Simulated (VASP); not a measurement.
Write the native input for VASP 6.6.1 that does the following.

- Task: single point
- Functional: PBEsol
- Potentials or basis: VASP PAW PBE potentials, release 64 (Tl_d, Br)
- Cutoff: 500 eV
- k mesh: 6 × 6 × 6
- Occupations: gaussian, width 0.01 eV
- Spin: non-collinear spin, zero start, spin-orbit coupling
- Starting moments: [[0.0, 0.0, 0.0], [0.0, 0.0, 0.0]] μB
- Dipole correction: no
- Further INCAR settings: ALGO = Normal; EDIFF = 1e-06; NBANDS = 32

The structure of TlBr lies in POSCAR:

```
TlBr
1.0
    3.9145325493      0.0097863314      0.0097863314
    0.0097863314      3.9145325493      0.0097863314
    0.0097863314      0.0097863314      3.9145325493
Tl Br
1 1
Direct
    0.0000000000      0.0000000000      0.0000000000
    0.5000000000      0.5000000000      0.5000000000
```

This cell differs from its parent crystal: equal xy, yz and zx engineering shears of +0.5 %.

These files were run (other wordings do the same):

INCAR

```
SYSTEM = TlBr
PREC     = Accurate       ! precision mode
ENCUT    = 500            ! plane-wave cutoff, eV
EDIFF    = 1E-6           ! SCF threshold, eV
ISMEAR   = 0              ! smearing method
SIGMA    = 0.01           ! smearing width, eV
LREAL    = .FALSE.        ! projectors in reciprocal space
LASPH    = .TRUE.         ! aspherical terms in the spheres
NELM     = 200            ! most SCF steps
ALGO     = Normal         ! electronic algorithm
ISIF     = 2              ! what is computed and relaxed
LWAVE    = .FALSE.        ! write WAVECAR
LCHARG   = .FALSE.        ! write CHGCAR
MAGMOM   = 0 0 0 0 0 0    ! initial moments
LORBIT   = 11             ! projections on sites
LSORBIT  = .TRUE.         ! spin-orbit coupling
GGA_COMPAT= .FALSE.      
LORBMOM  = .TRUE.       
GGA      = PS             ! functional
NBANDS   = 32             ! bands
```

KPOINTS

```
regular mesh
0
G
  6 6 6
  0 0 0
```

Potentials or basis: VASP PAW PBE potentials, release 64 (Tl_d, Br).

Launch:

```bash
$ cat potpaw_PBE.64/Tl_d/POTCAR potpaw_PBE.64/Br/POTCAR > POTCAR
$ mpirun -np 1 vasp_ncl > vasp.out
```

It gave:

```
Pressure                                              : -0.1 GPa
Net moment                                            : 0.00 μB per cell
Valence electrons inside the program's atomic spheres : Tl 11.11; Br 4.82
```

Caveat: the cell differs from its parent crystal (equal xy, yz and zx engineering shears of +0.5 %); the PAW data sets were made with another functional, which shifts forces and pressure a little.

Wall time 63 s on 1 thread of Intel(R) Xeon(R) 6975P-C (Granite Rapids), with other jobs on the host, peak memory 0.32 GiB.
